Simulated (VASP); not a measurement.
# Na2F (P4/mmm) in VASP: further runs

The runs below take Na2F through relaxation of cell and atoms, with PBE.

Program: VASP 6.6.1. These are calculated values, not measurements. Logs are shortened: lines on timing, memory, paths and dates and some standing lists are left out, and cuts for length are marked.

## (1) The cell of the first run

The structure is tetragonal, space group P4/mmm (No. 123). The conventional cell has a = 3.390 Å, b = 3.390 Å, c = 4.794 Å, α = 90.00°, β = 90.00°, γ = 90.00°. Within 3.2 Å of Na (site symmetry 4/mmm) lie 2 F at 2.40 Å. Within 3.2 Å of Na (site symmetry 4/mmm) lie 4 F at 2.40 Å. Within 3.2 Å of F (site symmetry 4/mmm) lie 6 Na at 2.40 Å.

## (2) Relaxation of cell and atoms, PBE (atoms taken out)

Input file INCAR:

```
PREC = Accurate
ENCUT = 600
EDIFF = 1E-7
ISMEAR = 0
SIGMA = 0.1
LREAL = False
LASPH = True
NELM = 80
ALGO = Normal
ISIF = 3
LWAVE = False
LCHARG = False
GGA = PE
IBRION = 2
NSW = 100
EDIFFG = -0.01
```

Input file KPOINTS:

```
Automatic mesh
0
Gamma
  14 14 10
```

Input file POSCAR:

```
Na2F
1.0
    3.3898699100      0.0000000000      0.0000000000
    0.0000000000      3.3898699100      0.0000000000
    0.0000000000      0.0000000000      4.7940000000
Na F
2 1
Direct
    0.0000000000      0.0000000000      0.0000000000
    0.5000000000      0.5000000000      0.5000000000
    0.0000000000      0.0000000000      0.5000000000
```

Potentials or basis: VASP PAW PBE potentials, release 64 (Na_pv, F).

Command:

```console
$ cat potpaw_PBE.64/Na_pv/POTCAR potpaw_PBE.64/F/POTCAR > POTCAR
$ mpirun -np 1 vasp_std > vasp.out
```

OUTCAR:

```text
PREC = Accurate
   ENCUT = 600
   EDIFF = 1E-7
   ISMEAR = 0
   LREAL = False
   LASPH = True
   NELM = 80
   ISIF = 3
   GGA = PE
   IBRION = 2
   NSW = 100
   EDIFFG = -0.01

 ion  position               nearest neighbor table
   1  0.000  0.000  0.000-
   2  0.500  0.500  0.500-
   3  0.000  0.000  0.500-

  LATTYP: Found a simple tetragonal cell.
 ALAT       =     3.3898699100
 C/A-ratio  =     1.4142135620

  Lattice vectors:

 A1 = (   3.3898699100,   0.0000000000,   0.0000000000)
 A2 = (   0.0000000000,   3.3898699100,   0.0000000000)
 A3 = (   0.0000000000,   0.0000000000,   4.7940000000)

Analysis of symmetry for initial positions (statically):
=====================================================================
 Subroutine PRICEL returns:
 Original cell was already a primitive cell.

 Routine SETGRP: Setting up the symmetry group for a
 simple tetragonal supercell.

 Subroutine GETGRP returns: Found 16 space group operations
 (whereof 16 operations were pure point group operations)
 out of a pool of 16 trial point group operations.

The static configuration has the point symmetry D_4h.

Analysis of symmetry for dynamics (positions and initial velocities):
=====================================================================
 Subroutine PRICEL returns:
 Original cell was already a primitive cell.

 Routine SETGRP: Setting up the symmetry group for a
 simple tetragonal supercell.

 Subroutine GETGRP returns: Found 16 space group operations
 (whereof 16 operations were pure point group operations)
 out of a pool of 16 trial point group operations.

The dynamic configuration has the point symmetry D_4h.

 Subroutine INISYM returns: Found 16 space group operations
 (whereof 16 operations are pure point group operations),
 and found     1 'primitive' translations

----------------------------------------------------------------------------------------

                                     Primitive cell

  volume of cell :      55.0889

  direct lattice vectors                    reciprocal lattice vectors
     3.389869910  0.000000000  0.000000000     0.294996571  0.000000000  0.000000000
     0.000000000  3.389869910  0.000000000     0.000000000  0.294996571  0.000000000
     0.000000000  0.000000000  4.794000000     0.000000000  0.000000000  0.208594076

  length of vectors
     3.389869910  3.389869910  4.794000000     0.294996571  0.294996571  0.208594076

  position of ions in fractional coordinates (direct lattice)
     0.000000000  0.000000000  0.000000000
     0.500000000  0.500000000  0.500000000
     0.000000000  0.000000000  0.500000000

  ion indices of the primitive-cell ions
   primitive index   ion index
                 1           1
                 2           2
                 3           3

----------------------------------------------------------------------------------------

 KPOINTS: Automatic mesh

Automatic generation of k-mesh.
 Grid dimensions read from file:
 generate k-points for:   14   14   10

 Generating k-lattice:

  Cartesian coordinates                     Fractional coordinates (reciprocal lattice)
     0.021071184  0.000000000  0.000000000     0.071428571  0.000000000  0.000000000
     0.000000000  0.021071184  0.000000000     0.000000000  0.071428571  0.000000000
     0.000000000  0.000000000  0.020859408     0.000000000  0.000000000  0.100000000

  Length of vectors
     0.021071184  0.021071184  0.020859408

  Shift w.r.t. Gamma in fractional coordinates (k-lattice)
     0.000000000  0.000000000  0.000000000

 Subroutine IBZKPT returns following result:
 ===========================================

 Found    216 irreducible k-points:

 Following reciprocal coordinates:
            Coordinates               Weight
  0.000000  0.000000  0.000000      1.000000
  0.071429  0.000000  0.000000      4.000000
  0.142857  0.000000  0.000000      4.000000
  0.214286  0.000000  0.000000      4.000000
  0.285714  0.000000  0.000000      4.000000
  0.357143  0.000000  0.000000      4.000000
[... 16 lines left out ...]
  0.285714  0.214286  0.000000      8.000000
  0.357143  0.214286  0.000000      8.000000
 [... further k-points ...]
   k-points           NKPTS =    216   k-points in BZ     NKDIM =    216   number of bands    NBANDS=     14
   number of dos      NEDOS =    301   number of ions     NIONS =      3
   total plane-waves  NPLWV =  31360
   dimension x,y,z NGX =    28 NGY =   28 NGZ =   40
   dimension x,y,z NGXF=    56 NGYF=   56 NGZF=   80
   ions per type =               2   1
   NGX,Y,Z   is equivalent  to a cutoff of  13.73, 13.73, 13.87 a.u.
   NGXF,Y,Z  is equivalent  to a cutoff of  27.46, 27.46, 27.74 a.u.
 SYSTEM =  unknown system
   PREC   = accura    normal or accurate (medium, high low for compatibility)
   ISTART =      0    job   : 0-new  1-cont  2-samecut
   ICHARG =      2    charge: 1-file 2-atom 10-const
   ISPIN  =      1    spin polarized calculation?
   LNONCOLLINEAR =      F non collinear calculations
   LSORBIT =      F    spin-orbit coupling
   LASPH  =      T    aspherical Exc in radial PAW
   ENCUT  =  600.0 eV  44.10 Ry    6.64 a.u.   6.77  6.77  9.57*2*pi/ulx,y,z
   NELM   =     80;   NELMIN=  2; NELMDL= -5     # of ELM steps
   EDIFF  = 0.1E-06   stopping-criterion for ELM
   LREAL  =      F    real-space projection
   EDIFFG = -.1E-01   stopping-criterion for IOM
   NSW    =    100    number of steps for IOM
   IBRION =      2    ionic relax: 0-MD 1-quasi-New 2-CG
   NFREE  =      1    steps in history (QN), initial steepest desc. (CG)
   ISIF   =      3    stress and relaxation
   ISYM   =      2    0-nonsym 1-usesym 2-fastsym
   POTIM  = 0.5000    time-step for ionic-motion
   TEBEG  =    0.0;   TEEND  =   0.0 temperature during run
   PSTRESS=    0.0 pullay stress
   NELECT =      21.0000    total number of electrons
   NUPDOWN=      -1.0000    fix difference up-down
   EMIN   =  10.00;   EMAX   =-10.00  energy-range for DOS
   EFERMI =   0.00;   METHOD = LEGACY
   ISMEAR =     0;   SIGMA  =   0.10  broadening in eV -4-tet -1-fermi 0-gaus
   EFERMI_NEDOS =   21; number of points for ismear=-14 and -15
   IALGO  =     38    algorithm
   IMIX   =      4    mixing-type and parameters
     AMIX     =   0.40;   BMIX     =  1.00
     AMIX_MAG =   1.60;   BMIX_MAG =  1.00
  volume/ion in A,a.u.               =      18.36       123.92
  Fermi-wavevector in a.u.,A,eV,Ry     =   1.187025  2.243152 19.170997  1.409029
  Thomas-Fermi vector in A             =   2.323185
   LORBIT       =      0    0 simple, 1 ext, 2 COOP (PROOUT), +10 PAW based schemes
   GGA     = PE    functional components
   LHFCALC =     F    Hartree Fock is set to
   AEXX    =    0.0000 exact exchange contribution
   IVDW    =     0    specifies the selected vdW correction
   LEPSILON=     F    determine dielectric tensor
   LRPA    =     F    only Hartree local field effects (RPA)
 conjugate gradient relaxation of ions
 non-spin polarized calculation
 Gauss-broadening in eV      SIGMA  =   0.10
  energy-cutoff  :      600.00
  volume of cell :       55.09
 maximum number of plane-waves:      1875
 NGX is ok and might be reduce to    28
   NGX = 13   NGY = 13   NGZ = 19

--------------------------------------- Ionic step        1  -------------------------------------------

 number of electron      20.9999999 magnetization

 Free energy of the ion-electron system (eV)
  ---------------------------------------------------
  ext. energy  EPLUGINS =         0.00000000
  ---------------------------------------------------
  free energy    TOTEN  =        -9.34415538 eV

  energy without entropy =       -9.34099464  energy(sigma->0) =       -9.34257501

------------------------ aborting loop because EDIFF is reached ----------------------------------------

  FORCE on cell =-STRESS in cart. coord.  units (eV):
  Direction    XX          YY          ZZ          XY          YZ          ZX
  --------------------------------------------------------------------------------------
  -------------------------------------------------------------------------------------
  Total        0.4806208      0.4806208      1.0089035      0.0000000      0.0000000      0.0000000
  in kB       13.9781288     13.9781288     29.3424322      0.0000000      0.0000000      0.0000000
  external PRESSURE =      19.0995633 kB  Pullay stress =       0.0000000 kB
[... 92 lines left out ...]
  FREE ENERGIE OF THE ION-ELECTRON SYSTEM (eV)
  ---------------------------------------------------
  free  energy   TOTEN  =        -9.3719557808 eV

  energy  without entropy=       -9.3687831372  energy(sigma->0) =       -9.37036946

[... ionic steps 4 to 7 ...]

--------------------------------------- Ionic step        8  -------------------------------------------

 number of electron      20.9999993 magnetization

------------------------ aborting loop because EDIFF is reached ----------------------------------------
[... 69 lines left out ...]
--------------------------------------- Ionic step       10  -------------------------------------------

 number of electron      20.9999999 magnetization

 Free energy of the ion-electron system (eV)
  ---------------------------------------------------
  ext. energy  EPLUGINS =         0.00000000
  ---------------------------------------------------
  free energy    TOTEN  =        -9.38488070 eV

  energy without entropy =       -9.38229786  energy(sigma->0) =       -9.38358928

 E-fermi :   1.6823     XC(G=0):  -7.7183

 val. band max:        1.6799700591   @ k =   0.3571   0.2143   0.1000
 cond. band min:       1.7242264764   @ k =   0.3571   0.1429   0.4000
 fundamental gap:      0.0442564173
 Fermi energy:         1.6823077298

 k-point     1 :       0.0000    0.0000    0.0000
  band No.  band energies     occupation
      1     -23.2581      2.00000
      2     -23.2581      2.00000
      3     -23.2495      2.00000
      4     -22.9062      2.00000
      5     -22.7878      2.00000
      6     -22.7878      2.00000
      7     -22.0985      2.00000
      8      -3.8739      2.00000
      9      -3.3794      2.00000
     10      -3.3794      2.00000
     11      -0.8398      2.00000
     12       5.0114      0.00000
     13       6.5992      0.00000
     14       9.4157      0.00000
[... 377 lines left out ...]
      1     -23.2990      2.00000
      2     -23.2746      2.00000
      3     -23.2399      2.00000
      4     -22.9836      2.00000
      5     -22.9017      2.00000
      6     -22.8064      2.00000
      7     -21.8540      2.00000
      8      -4.0735      2.00000
      9      -3.6651      2.00000
     10      -3.6582      2.00000
     11       1.6464      1.38861
     12       5.3261      0.00000
     13       6.2045      0.00000
     14       8.7610      0.00000

 [... further k-points ...]

------------------------ aborting loop because EDIFF is reached ----------------------------------------

  FORCE on cell =-STRESS in cart. coord.  units (eV):
  Direction    XX          YY          ZZ          XY          YZ          ZX
  --------------------------------------------------------------------------------------
  -------------------------------------------------------------------------------------
  Total       -0.0012370     -0.0012370      0.0195181      0.0000000      0.0000000     -0.0000000
  in kB       -0.0330168     -0.0330168      0.5209374      0.0000000      0.0000000     -0.0000000
  external PRESSURE =       0.1516346 kB  Pullay stress =       0.0000000 kB
[... 18 lines left out ...]
  FREE ENERGIE OF THE ION-ELECTRON SYSTEM (eV)
  ---------------------------------------------------
  free  energy   TOTEN  =        -9.3848806961 eV

  energy  without entropy=       -9.3822978580  energy(sigma->0) =       -9.38358928

 reached required accuracy - stopping structural energy minimisation
```

It took 13 min on 1 thread of Intel Xeon Platinum 8259CL at 2.50GHz (Skylake/Cascade Lake), shared host; peak memory 0.31 GiB.

What came out:

```
Free energy                           : -9.3849 eV
Relaxed volume                        : 20.01 Å³/atom
Relaxed cell                          : a = 3.377 Å, b = 3.377 Å, c = 5.265 Å, α = 90.00°, β = 90.00°, γ = 90.00°
Space group after relaxing (to 0.1 Å) : P4/mmm (No. 123)
Energy gained by relaxing             : 13.6 meV/atom
Ionic steps                           : 10
Pressure after relaxing               : 0.0 GPa
Band gap on the k mesh                : zero (an odd number of electrons rules out a gap without spin polarisation)
```

Step by step:
| step | energy change (eV) | largest force (eV/Å) | pressure (GPa) | volume (Å³) |
| --- | --- | --- | --- | --- |
| 1 | 0.0000 | 0.0000 | 1.91 | 55.09 |
| 2 | -0.0188 | 0.0000 | 1.04 | 56.85 |
| 3 | -0.0278 | 0.0000 | -0.69 | 61.53 |
| 4 | -0.0304 | 0.0000 | -0.24 | 60.07 |
| 5 | -0.0305 | 0.0000 | -0.17 | 59.92 |
| 6 | -0.0327 | 0.0000 | -0.13 | 59.84 |
| 7 | -0.0378 | 0.0000 | 0.01 | 59.60 |
| 8 | -0.0388 | 0.0000 | 0.47 | 59.03 |
| 9 | -0.0400 | 0.0000 | 0.25 | 59.28 |
| 10 | -0.0407 | 0.0000 | 0.02 | 60.03 |

Final structure:
```
Na F
1.0
     3.37676    0.00000    0.00000
     0.00000    3.37676    0.00000
     0.00000    0.00000    5.26456
Na F
2 1
Direct
  0.00000 0.00000 0.00000
  0.50000 0.50000 0.50000
  0.00000 0.00000 0.50000
```

Levels at points of the mesh, in eV from the Fermi level:
```csv
k point,band 6,band 7,band 8,band 9,band 10,band 11,band 12,band 13,band 14
"(0.00, 0.00, 0.00)",-24.47,-23.78,-5.56,-5.06,-5.06,-2.52,3.33,4.92,7.73
"(0.50, 0.00, 0.00)",-24.46,-23.44,-6.00,-5.38,-5.08,0.62,1.43,4.45,6.70
"(0.50, 0.50, 0.00)",-24.52,-23.68,-5.68,-5.68,-5.21,2.89,3.89,3.89,6.71
"(0.00, 0.00, 0.50)",-24.47,-23.74,-5.80,-5.06,-5.06,-1.34,0.54,8.94,9.18
"(0.50, 0.00, 0.50)",-24.46,-23.42,-5.98,-5.48,-5.08,0.58,2.36,3.88,4.29
"(0.50, 0.50, 0.50)",-24.52,-23.65,-5.67,-5.67,-5.28,3.44,3.65,3.65,6.02
```

Caveat: the cell differs from its parent crystal (atoms taken out).

[end of part 1 of 2]

The gap in the log of VASP goes by the Fermi energy; the results here count the filled bands.